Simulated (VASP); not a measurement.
# PbO (Litharge) in VASP: settings compared

PbO (Litharge) is run at these levels: PBE, r2SCAN; tasks: single point.

Everything below comes from runs of VASP 6.6.1. Logs are shortened: lines on timing, memory, paths and dates and some standing lists are left out, and cuts for length are marked.

### Step 1. The cell of the first run

It takes space group P4/nmm (No. 129, tetragonal). The conventional cell has a = 3.871 Å, b = 3.871 Å, c = 4.864 Å, α = 90.00°, β = 90.00°, γ = 90.00°. Within 3.0 Å of Pb (site symmetry 4mm) lie 4 O at 2.28 Å. Within 3.0 Å of O (site symmetry -4m2) lie 4 Pb at 2.28 Å and 4 O at 2.74 Å.

### Step 2. Single point, PBE (strain -2.7%)

Contents of INCAR:

```
PREC = Accurate
ENCUT = 520
EDIFF = 1E-6
ISMEAR = -1
SIGMA = 0.02
LREAL = F
LASPH = T
NELM = 100
ALGO = Normal
ISIF = 2
LWAVE = F
LCHARG = T
GGA = PE
LELF = T
LVHAR = T
NBANDS = 28
```

Contents of KPOINTS:

```
regular mesh
0
Gamma
  6 6 6
```

Contents of POSCAR:

```
PbO
1.0
    3.8713408324      0.0000000000      0.0000000000
    0.0000000000      3.8713408324      0.0000000000
    0.0000000000      0.0000000000      4.8638880365
Pb O
2 2
Direct
    0.0000000000      0.5000000000      0.2494255661
    0.5000000000      0.0000000000      0.7505744339
    0.0000000000      0.0000000000      0.0000000000
    0.5000000000      0.5000000000      0.0000000000
```

Potentials or basis: VASP PAW PBE potentials, release 64 (Pb_d, O).

Started as:

```console
> cat potpaw_PBE.64/Pb_d/POTCAR potpaw_PBE.64/O/POTCAR > POTCAR
> mpirun -np 1 vasp_std > vasp.out
```

OUTCAR:

```text
PREC = Accurate
   ENCUT = 520
   EDIFF = 1E-6
   ISMEAR = -1
   LREAL = F
   LASPH = T
   NELM = 100
   ISIF = 2
   GGA = PE

 ion  position               nearest neighbor table
   1  0.000  0.500  0.249-   3 2.28   4 2.28   3 2.28   4 2.28   2 3.66   2 3.66   2 3.66   2 3.66
                             2 3.67   2 3.67   2 3.67   2 3.67
   2  0.500  0.000  0.751-   3 2.28   4 2.28   4 2.28   3 2.28   1 3.66   1 3.66   1 3.66   1 3.66
                             1 3.67   1 3.67   1 3.67   1 3.67
   3  0.000  0.000  0.000-   1 2.28   2 2.28   1 2.28   2 2.28
   4  0.500  0.500  0.000-   1 2.28   2 2.28   2 2.28   1 2.28

  LATTYP: Found a simple tetragonal cell.
 ALAT       =     3.8713408324
 C/A-ratio  =     1.2563833171

  Lattice vectors:

 A1 = (   3.8713408324,   0.0000000000,   0.0000000000)
 A2 = (   0.0000000000,   3.8713408324,   0.0000000000)
 A3 = (   0.0000000000,   0.0000000000,   4.8638880365)

Analysis of symmetry for initial positions (statically):
=====================================================================
 Subroutine PRICEL returns:
 Original cell was already a primitive cell.

 Routine SETGRP: Setting up the symmetry group for a
 simple tetragonal supercell.

 Subroutine GETGRP returns: Found 16 space group operations
 (whereof  8 operations were pure point group operations)
 out of a pool of 16 trial point group operations.

The static configuration has the point symmetry D_2d.
 The point group associated with its full space group is D_4h.

Analysis of symmetry for dynamics (positions and initial velocities):
=====================================================================
 Subroutine PRICEL returns:
 Original cell was already a primitive cell.

 Routine SETGRP: Setting up the symmetry group for a
 simple tetragonal supercell.

 Subroutine GETGRP returns: Found 16 space group operations
 (whereof  8 operations were pure point group operations)
 out of a pool of 16 trial point group operations.

The dynamic configuration has the point symmetry D_2d.
 The point group associated with its full space group is D_4h.

 Subroutine INISYM returns: Found 16 space group operations
 (whereof  8 operations are pure point group operations),
 and found     1 'primitive' translations

----------------------------------------------------------------------------------------

                                     Primitive cell

  volume of cell :      72.8965

  direct lattice vectors                    reciprocal lattice vectors
     3.871340832  0.000000000  0.000000000     0.258308437  0.000000000  0.000000000
     0.000000000  3.871340832  0.000000000     0.000000000  0.258308437  0.000000000
     0.000000000  0.000000000  4.863888036     0.000000000  0.000000000  0.205596838

  length of vectors
     3.871340832  3.871340832  4.863888036     0.258308437  0.258308437  0.205596838

  position of ions in fractional coordinates (direct lattice)
     0.000000000  0.500000000  0.249425566
     0.500000000  0.000000000  0.750574434
     0.000000000  0.000000000  0.000000000
     0.500000000  0.500000000  0.000000000

  ion indices of the primitive-cell ions
   primitive index   ion index
                 1           1
                 2           2
                 3           3
                 4           4

----------------------------------------------------------------------------------------

 KPOINTS: regular mesh

Automatic generation of k-mesh.
 Grid dimensions read from file:
 generate k-points for:    6    6    6

 Generating k-lattice:

  Cartesian coordinates                     Fractional coordinates (reciprocal lattice)
     0.043051406  0.000000000  0.000000000     0.166666667  0.000000000  0.000000000
     0.000000000  0.043051406  0.000000000     0.000000000  0.166666667  0.000000000
     0.000000000  0.000000000  0.034266140     0.000000000  0.000000000  0.166666667

  Length of vectors
     0.043051406  0.043051406  0.034266140

  Shift w.r.t. Gamma in fractional coordinates (k-lattice)
     0.000000000  0.000000000  0.000000000

 Subroutine IBZKPT returns following result:
 ===========================================

 Found     40 irreducible k-points:

 Following reciprocal coordinates:
            Coordinates               Weight
  0.000000  0.000000  0.000000      1.000000
  0.166667  0.000000  0.000000      4.000000
  0.333333  0.000000  0.000000      4.000000
  0.500000  0.000000  0.000000      2.000000
  0.166667  0.166667  0.000000      4.000000
  0.333333  0.166667  0.000000      8.000000
[... 16 lines left out ...]
  0.333333  0.000000  0.333333      8.000000
  0.500000  0.000000  0.333333      4.000000
 [... further k-points ...]
   k-points           NKPTS =     40   k-points in BZ     NKDIM =     40   number of bands    NBANDS=     28
   number of dos      NEDOS =    301   number of ions     NIONS =      4
   total plane-waves  NPLWV =  32400
   dimension x,y,z NGX =    30 NGY =   30 NGZ =   36
   dimension x,y,z NGXF=    60 NGYF=   60 NGZF=   72
   ions per type =               2   2
   NGX,Y,Z   is equivalent  to a cutoff of  12.88, 12.88, 12.30 a.u.
   NGXF,Y,Z  is equivalent  to a cutoff of  25.77, 25.77, 24.61 a.u.
 SYSTEM =  unknown system
   PREC   = accura    normal or accurate (medium, high low for compatibility)
   ISTART =      0    job   : 0-new  1-cont  2-samecut
   ICHARG =      2    charge: 1-file 2-atom 10-const
   ISPIN  =      1    spin polarized calculation?
   LNONCOLLINEAR =      F non collinear calculations
   LSORBIT =      F    spin-orbit coupling
   LASPH  =      T    aspherical Exc in radial PAW
   ENCUT  =  520.0 eV  38.22 Ry    6.18 a.u.   7.20  7.20  9.04*2*pi/ulx,y,z
   NELM   =    100;   NELMIN=  2; NELMDL= -5     # of ELM steps
   EDIFF  = 0.1E-05   stopping-criterion for ELM
   LREAL  =      F    real-space projection
   EDIFFG = 0.1E-04   stopping-criterion for IOM
   NSW    =      0    number of steps for IOM
   IBRION =     -1    ionic relax: 0-MD 1-quasi-New 2-CG
   NFREE  =      0    steps in history (QN), initial steepest desc. (CG)
   ISIF   =      2    stress and relaxation
   ISYM   =      2    0-nonsym 1-usesym 2-fastsym
   POTIM  = 0.5000    time-step for ionic-motion
   TEBEG  =    0.0;   TEEND  =   0.0 temperature during run
   PSTRESS=    0.0 pullay stress
   NELECT =      40.0000    total number of electrons
   NUPDOWN=      -1.0000    fix difference up-down
   EMIN   =  10.00;   EMAX   =-10.00  energy-range for DOS
   EFERMI =   0.00;   METHOD = LEGACY
   ISMEAR =    -1;   SIGMA  =   0.02  broadening in eV -4-tet -1-fermi 0-gaus
   EFERMI_NEDOS =   21; number of points for ismear=-14 and -15
   IALGO  =     38    algorithm
   IMIX   =      4    mixing-type and parameters
     AMIX     =   0.40;   BMIX     =  1.00
     AMIX_MAG =   1.60;   BMIX_MAG =  1.00
  volume/ion in A,a.u.               =      18.22       122.98
  Fermi-wavevector in a.u.,A,eV,Ry     =   1.340271  2.532745 24.440513  1.796327
  Thomas-Fermi vector in A             =   2.468597
   LORBIT       =      0    0 simple, 1 ext, 2 COOP (PROOUT), +10 PAW based schemes
   GGA     = PE    functional components
   LHFCALC =     F    Hartree Fock is set to
   AEXX    =    0.0000 exact exchange contribution
   IVDW    =     0    specifies the selected vdW correction
   LEPSILON=     F    determine dielectric tensor
   LRPA    =     F    only Hartree local field effects (RPA)
 non-spin polarized calculation
  energy-cutoff  :      520.00
  volume of cell :       72.90
 maximum number of plane-waves:      1980
 NGX is ok and might be reduce to    30
   NGX = 15   NGY = 15   NGZ = 19

 number of electron      39.9999999 magnetization

 Free energy of the ion-electron system (eV)
  ---------------------------------------------------
  ext. energy  EPLUGINS =         0.00000000
  ---------------------------------------------------
  free energy    TOTEN  =       -21.19104578 eV

  energy without entropy =      -21.19104578  energy(sigma->0) =      -21.19104578

 E-fermi :   6.6044     XC(G=0): -10.3229

 val. band max:        6.2464727809   @ k =   0.0000   0.0000   0.0000
 cond. band min:       6.9734313469   @ k =   0.5000   0.5000   0.0000
 fundamental gap:      0.7269585661
 Fermi energy:         6.6044477091

 k-point     1 :       0.0000    0.0000    0.0000
  band No.  band energies     occupation
      1     -12.7408      2.00000
      2     -12.0119      2.00000
      3     -10.0472      2.00000
      4     -10.0472      2.00000
      5      -9.9718      2.00000
      6      -9.9700      2.00000
[... 20 lines left out ...]
     27      13.5526      0.00000
     28      14.0803      0.00000

 k-point     2 :       0.1667    0.0000    0.0000
  band No.  band energies     occupation
      1     -12.6678      2.00000
      2     -12.0421      2.00000
      3     -10.0351      2.00000
      4     -10.0278      2.00000
      5      -9.9501      2.00000
      6      -9.9437      2.00000
[... 20 lines left out ...]
     27      13.8508      0.00000
     28      15.8796      0.00000

 k-point     3 :       0.3333    0.0000    0.0000
  band No.  band energies     occupation
      1     -12.4919      2.00000
      2     -12.1388      2.00000
      3      -9.9973      2.00000
      4      -9.9763      2.00000
      5      -9.9237      2.00000
      6      -9.8764      2.00000
[... 20 lines left out ...]
     27      14.3211      0.00000
     28      16.9547      0.00000

 k-point     4 :       0.5000    0.0000    0.0000
  band No.  band energies     occupation
      1     -12.2970      2.00000
      2     -12.2970      2.00000
      3      -9.9489      2.00000
      4      -9.9489      2.00000
      5      -9.9126      2.00000
      6      -9.9126      2.00000
[... 578 lines left out ...]
     27      15.0900      0.00000
     28      15.9688      0.00000

 k-point    23 :       0.3333    0.0000    0.3333
  band No.  band energies     occupation
      1     -12.4936      2.00000
      2     -12.1416      2.00000
      3     -10.0055      2.00000
      4      -9.9559      2.00000
      5      -9.9423      2.00000
      6      -9.9291      2.00000
[... 20 lines left out ...]
     27      15.3251      0.00000
     28      16.9183      0.00000

 k-point    24 :       0.5000    0.0000    0.3333
  band No.  band energies     occupation
      1     -12.3093      2.00000
      2     -12.3093      2.00000
      3      -9.9897      2.00000
      4      -9.9897      2.00000
      5      -9.9302      2.00000
      6      -9.9302      2.00000
[... 20 lines left out ...]
     27      15.8800      0.00000
     28      15.8800      0.00000

 [... further k-points ...]
[... 5 lines left out ...]
  --------------------------------------------------------------------------------------
  -------------------------------------------------------------------------------------
  Total        4.9515553      4.9515553      3.1699280      0.0000000     -0.0000000      0.0000000
  in kB      108.8292989    108.8292989     69.6712486      0.0000000     -0.0000000      0.0000000
  external PRESSURE =      95.7766154 kB  Pullay stress =       0.0000000 kB

 VOLUME and BASIS-vectors are now :
 -----------------------------------------------------------------------------
  energy-cutoff  :      520.00
  volume of cell :       72.90
      direct lattice vectors                 reciprocal lattice vectors
     3.871340832  0.000000000  0.000000000     0.258308437  0.000000000  0.000000000
     0.000000000  3.871340832  0.000000000     0.000000000  0.258308437  0.000000000
     0.000000000  0.000000000  4.863888036     0.000000000  0.000000000  0.205596838

 POSITION                                       TOTAL-FORCE (eV/Angst)
 -----------------------------------------------------------------------------------
      0.00000      1.93567      1.21318        -0.000000      0.000000      0.436139
      1.93567      0.00000      3.65071         0.000000      0.000000     -0.436139
      0.00000      0.00000      0.00000         0.000000      0.000000      0.000000
      1.93567      1.93567      0.00000         0.000000     -0.000000      0.000000
 -----------------------------------------------------------------------------------
    total drift:                                0.000000      0.000000     -0.000000

  FREE ENERGIE OF THE ION-ELECTRON SYSTEM (eV)
  ---------------------------------------------------
  free  energy   TOTEN  =       -21.1910457837 eV

  energy  without entropy=      -21.1910457836  energy(sigma->0) =      -21.19104578
```

It took 73 s on 1 thread of Intel Xeon 6975P-C, shared host; peak memory 0.22 GiB.

Results:

```yaml
Free_energy: -21.1910 eV
Pressure: 9.6 GPa
Largest_force: 0.436 eV/Å
Band_gap_on_the_k_mesh: 0.73 eV, indirect (least direct gap 1.95 eV)
```

Forces on the atoms (eV/Å):
```
Pb   0.000  0.000  0.436
Pb   0.000  0.000 -0.436
O    0.000  0.000  0.000
O    0.000  0.000  0.000
```

Caveat: the cell differs from its parent crystal (strain -2.7%); spin-orbit coupling is left out, which moves the levels of the heavy elements.

### Step 3. Single point, PBE (strain -1.2%)

Contents of INCAR:

```
SYSTEM = PbO
PREC = Accurate
ENCUT = 520
EDIFF = 1E-6
ISMEAR = -1
SIGMA = 0.02
LREAL = .False.
LASPH = .True.
NELM = 60
ALGO = Normal
ISIF = 2
LWAVE = .False.
LCHARG = .False.
GGA = PE
NBANDS = 28
```

Contents of KPOINTS:

```
regular mesh
0
Gamma
  6 6 6
  0 0 0
```

Contents of POSCAR:

```
PbO
1.0
    3.9338331736      0.0000000000      0.0000000000
    0.0000000000      3.9338331736      0.0000000000
    0.0000000000      0.0000000000      4.9424023714
Pb O
2 2
Direct
    0.0000000000      0.5000000000      0.2421395116
    0.5000000000      0.0000000000      0.7578604884
    0.0000000000      0.0000000000      0.0000000000
    0.5000000000      0.5000000000      0.0000000000
```

Potentials or basis: VASP PAW PBE potentials, release 64 (Pb_d, O).

Started as:

```console
> cat potpaw_PBE.64/Pb_d/POTCAR potpaw_PBE.64/O/POTCAR > POTCAR
> mpirun -np 1 vasp_std > vasp.out
```

Run time: 77 s. Hardware: 1 thread of Intel Xeon 6975P-C, shared host; peak memory 0.22 GiB.

Results (log left out):

```
Free energy            : -21.3423 eV
Pressure               : 6.5 GPa
Largest force          : 0.417 eV/Å
Band gap on the k mesh : 1.03 eV, indirect (least direct gap 2.14 eV)
```

Forces on the atoms (eV/Å):
```
Pb   0.000  0.000  0.417
Pb   0.000  0.000 -0.417
O    0.000  0.000  0.000
O    0.000  0.000  0.000
```

Stress tensor (GPa, compression positive):
```
7.16 0.00 0.00
0.00 7.16 0.00
0.00 0.00 5.05
```

Levels at points of the mesh, in eV from the valence-band top:
| k point | band 17 | band 18 | band 19 | band 20 | band 21 | band 22 | band 23 | band 24 |
| --- | --- | --- | --- | --- | --- | --- | --- | --- |
| (0.00, 0.00, 0.00) | -1.84 | -1.74 | -1.74 | 0.00 | 2.52 | 5.57 | 5.57 | 5.71 |
| (0.50, 0.00, 0.00) | -3.13 | -3.13 | -1.83 | -1.83 | 3.43 | 3.43 | 6.72 | 6.72 |
| (0.50, 0.50, 0.00) | -1.77 | -1.77 | -1.11 | -1.11 | 1.03 | 1.03 | 5.25 | 5.25 |
| (0.00, 0.00, 0.50) | -1.88 | -1.77 | -1.77 | -1.12 | 2.08 | 3.88 | 3.88 | 4.28 |
| (0.50, 0.00, 0.50) | -3.09 | -3.09 | -1.10 | -1.10 | 3.10 | 3.10 | 6.32 | 6.32 |
| (0.50, 0.50, 0.50) | -2.40 | -2.40 | -1.12 | -1.12 | 3.34 | 3.34 | 4.88 | 4.88 |

Caveat: the cell differs from its parent crystal (strain -1.2%); spin-orbit coupling is left out, which moves the levels of the heavy elements. A k mesh can miss the band edges.

### Step 4. Single point, r2SCAN (strain -2.7%)

Contents of POSCAR:

```
PbO
1.0
    3.8713408324      0.0000000000      0.0000000000
    0.0000000000      3.8713408324      0.0000000000
    0.0000000000      0.0000000000      4.8638880365
Pb O
2 2
Direct
    0.0000000000      0.5000000000      0.2494255661
    0.5000000000      0.0000000000      0.7505744339
    0.0000000000      0.0000000000      0.0000000000
    0.5000000000      0.5000000000      0.0000000000
```

Contents of INCAR.step1:

```
PREC     = Accurate       # precision mode
ENCUT    = 520            # plane-wave cutoff, eV
ISMEAR   = 0              # smearing method
SIGMA    = 0.01           # smearing width, eV
LREAL    = False          # projectors in reciprocal space
LASPH    = True           # aspherical terms in the spheres
NELM     = 100            # most SCF steps
NBANDS   = 28             # bands
GGA      = PE             # functional
ALGO     = Normal         # electronic algorithm
EDIFF    = 1E-4           # SCF threshold, eV
LWAVE    = True           # write WAVECAR
LCHARG   = False          # write CHGCAR
```

Contents of INCAR.step2:

```
PREC     = Accurate       # precision mode
ENCUT    = 520            # plane-wave cutoff, eV
EDIFF    = 1E-6           # SCF threshold, eV
ISMEAR   = 0              # smearing method
SIGMA    = 0.01           # smearing width, eV
LREAL    = False          # projectors in reciprocal space
LASPH    = True           # aspherical terms in the spheres
NELM     = 100            # most SCF steps
ALGO     = Normal         # electronic algorithm
ISIF     = 2              # what is computed and relaxed
LWAVE    = False          # write WAVECAR
LCHARG   = True           # write CHGCAR
METAGGA  = R2SCAN         # meta-GGA
LMIXTAU  = True         
LELF     = True           # ELF
LVHAR    = True         
NBANDS   = 28             # bands
ISTART   = 1
```

Contents of KPOINTS:

```
regular mesh
0
Gamma
  6 6 6
```

Started as:

```console
> cat potpaw_PBE.64/Pb_d/POTCAR potpaw_PBE.64/O/POTCAR > POTCAR
> cp INCAR.step1 INCAR
> mpirun -np 1 vasp_std > vasp.out
> cp INCAR.step2 INCAR
> mpirun -np 1 vasp_std > vasp.out
```

It took 3.5 min on 1 thread of Intel Xeon 6975P-C, shared host; peak memory 0.22 GiB.

Results (log left out):

| Property | Result |
| --- | --- |
| Free energy | -129.3506 eV |
| Pressure | 6.6 GPa |
| Largest force | 0.104 eV/Å |
| Band gap on the k mesh | 1.01 eV, indirect (least direct gap 2.37 eV) |

Forces on the atoms (eV/Å):
```
Pb   0.000  0.000  0.104
Pb   0.000  0.000 -0.104
O    0.000  0.000  0.000
O    0.000  0.000  0.000
```

Stress tensor (GPa, compression positive):
```
7.73 0.00 0.00
0.00 7.73 0.00
0.00 0.00 4.26
```

Levels at points of the mesh, in eV from the valence-band top:
```tsv
k point	band 18	band 19	band 20	band 21	band 22	band 23
(0.00, 0.00, 0.00)	-1.99	-1.99	0.00	3.12	5.80	5.80
(0.50, 0.00, 0.00)	-3.47	-2.20	-2.20	3.81	3.81	7.14
(0.50, 0.50, 0.00)	-2.08	-1.36	-1.36	1.01	1.01	5.53
(0.00, 0.00, 0.50)	-2.03	-2.03	-1.51	2.59	4.00	4.00
(0.50, 0.00, 0.50)	-3.43	-1.38	-1.38	3.41	3.41	6.68
(0.50, 0.50, 0.50)	-2.79	-1.36	-1.36	3.44	3.44	5.44
```

Caveat: the cell differs from its parent crystal (strain -2.7%); the PAW data sets were made with another functional, which shifts forces and pressure a little; spin-orbit coupling is left out, which moves the levels of the heavy elements. A k mesh can miss the band edges.

[end of part 1 of 3]
